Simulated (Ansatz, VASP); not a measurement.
## KCl: VASP beside Ansatz

Contents of INCAR:

```
ALGO = Normal
EDIFF = 1E-6
ENCUT = 520
GGA = PE
ISIF = 2
ISMEAR = 0
LASPH = T
LCHARG = F
LREAL = F
LWAVE = F
NBANDS = 15
NELM = 60
PREC = Accurate
SIGMA = 0.01
```

The input KPOINTS:

```
k-points
0
Gamma
  6 6 6
```

File POSCAR:

```
KCl
1.0
    3.8724383870      0.0000000000      0.0000000000
    0.0000000000      3.8724383870      0.0000000000
    0.0000000000      0.0000000000      3.8724383870
K Cl
1 1
Direct
    0.0000000000      0.0000000000      0.0000000000
    0.5000000000      0.5000000000      0.5000000000
```

Input for Ansatz:

```yaml
crystal:
  lattice:
    - [3.872438387, 0.0, 0.0]
    - [0.0, 3.872438387, 0.0]
    - [0.0, 0.0, 3.872438387]
  atoms:
    - { symbol: K, position: [0.0, 0.0, 0.0] }
    - { symbol: Cl, position: [0.5, 0.5, 0.5] }
kpoints:
  mp_grid: { grid: [6, 6, 6] }
hamiltonian:
  xc: pbe
scf:
  occupations: { method: fixed }
  n_extra_bands: 4
output:
  forces: true
  stress: true
  eigenvalues: true
```

Alike in both runs: task single point; functional PBE; k mesh 6 × 6 × 6; no spin polarisation.

|  | VASP | Ansatz |
| --- | --- | --- |
| version | VASP 6.6.1 | Ansatz 0.2.0 |
| potentials or method | VASP PAW PBE potentials, release 64 (K_sv, Cl) | plane waves, PAW |
| plane-wave cutoff (eV) | 520 | 420 |
| occupations | gaussian, width 0.01 eV | fixed |
| valence electrons in the cell | 16 | 16 |

```csv
,VASP,Ansatz,Ansatz less VASP
gap on the k mesh at the Fermi level (eV),4.69,4.69,+0.001
pressure (GPa),-0.5,-0.5,0.00
```
